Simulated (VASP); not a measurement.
RbCl:

```
CELL_PARAMETERS angstrom
0.00000 3.30871 3.30871
3.30871 0.00000 3.30871
3.30871 3.30871 0.00000
ATOMIC_POSITIONS crystal
Rb 0.00000 0.00000 0.00000
Cl 0.50000 0.50000 0.50000
```

Base run:

```yaml
Program: VASP 6.6.1
Functional: PBEsol
Potentials_or_basis: VASP PAW PBE potentials, release 64 (Rb_sv, Cl)
Cutoff: 500 eV
k_mesh: 4 × 4 × 4
Occupations: gaussian, width 0.1 eV
Spin: no spin polarisation
```

Its results: band gap on the k mesh 4.80 eV; pressure -0.5 GPa.

The run is repeated on the same cell with these changes: functional from PBEsol to PBE; dispersion from none to D4. What comes out?

Band gap on the k mesh 4.95 eV; pressure 0.1 GPa.

Several settings changed at once.

Caveats: the PAW data sets were made with another functional, which shifts forces and pressure a little (at least some runs).

